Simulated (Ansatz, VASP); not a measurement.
## Two plane-wave programs on KYMgC6N6

```xyz
15
Lattice="0.0000 5.8195 5.8195 5.8195 0.0000 5.8195 5.8195 5.8195 0.0000" Properties=species:S:1:pos:R:3 pbc="T T T"
K     2.9097    2.9097    2.9097
Y     5.8195    5.8195    5.8195
Mg    0.0000    0.0000    0.0000
C     2.2909    5.8195    5.8195
C     5.8195    9.3480    5.8195
C     5.8195    5.8195    9.3480
C     9.3480    5.8195    5.8195
C     5.8195    2.2909    5.8195
C     5.8195    5.8195    2.2909
N     3.4631    5.8195    5.8195
N     5.8195    8.1759    5.8195
N     5.8195    5.8195    8.1759
N     8.1759    5.8195    5.8195
N     5.8195    3.4631    5.8195
N     5.8195    5.8195    3.4631
```

Alike in both runs: functional PBE; k mesh 4 × 4 × 4; occupations gaussian, width 0.02 eV; no spin polarisation.

Ansatz relaxed the structure, and its values are those at the end. VASP's run is a single point on that final structure, the one shown.

|  | VASP | Ansatz |
| --- | --- | --- |
| version | VASP 6.6.1 | Ansatz 0.2.0 |
| potentials or method | VASP PAW PBE potentials, release 64 (K_sv, Y_sv, Mg, C, N), cutoff 520 eV | scalar-relativistic, plane waves, PAW |
| valence electrons in the cell | 76 | 84 |

```tsv
	VASP	Ansatz	Ansatz less VASP
gap on the k mesh at the Fermi level (eV)	4.30	4.31	+0.009
least direct gap on the mesh (eV)	4.39	4.40	+0.008
pressure (GPa)	0.3	0.0	-0.27
rms of the force components (eV/Å)	0.210	0.002	-0.2077
```

One of these differences is far larger than is usual between the two programs; its cause wasn't traced. The functional is the same, so the differences come from potentials, cutoffs and numerics. VASP's potentials hold 76 valence electrons a cell and Ansatz's 84, so a difference there can come from the potentials and not from the codes.

Noted on VASP's run: the standard files for N, O and F lose accuracy on very short bonds.
